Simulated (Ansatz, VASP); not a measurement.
Two plane-wave programs on WS2

```
W S
1.0
     1.61015    0.92962    6.03958
    -1.61015    0.92962    6.03958
     0.00000   -1.85924    6.03958
W S
1 2
Direct
  0.99934 0.99934 0.99934
  0.75278 0.75278 0.75278
  0.57917 0.57917 0.57917
```

Alike in both runs: task single point; functional PBE; dispersion D3(BJ); k mesh 12 × 12 × 12; occupations gaussian, width 0.05 eV; no spin polarisation.

|  | VASP | Ansatz |
| --- | --- | --- |
| version | VASP 6.6.1 | Ansatz 0.2.0 |
| potentials or method | VASP PAW PBE potentials, release 64 (W_sv, S), cutoff 520 eV | scalar-relativistic, plane waves, PAW |
| valence electrons in the cell | 26 | 26 |

```tsv
	VASP	Ansatz	Ansatz less VASP
gap on the k mesh at the Fermi level (eV)	0.93	0.92	-0.016
least direct gap on the mesh (eV)	1.70	1.70	-0.002
pressure (GPa)	-6.0	-5.9	+0.05
traceless stress, the component that is largest in VASP (GPa)	1.95	1.94	-0.012
rms of the force components (eV/Å)	0.195	0.196	+0.0009
```

Atom by atom the forces differ by 0.001 eV/Å (rms over components).

Spin-orbit coupling is off throughout.
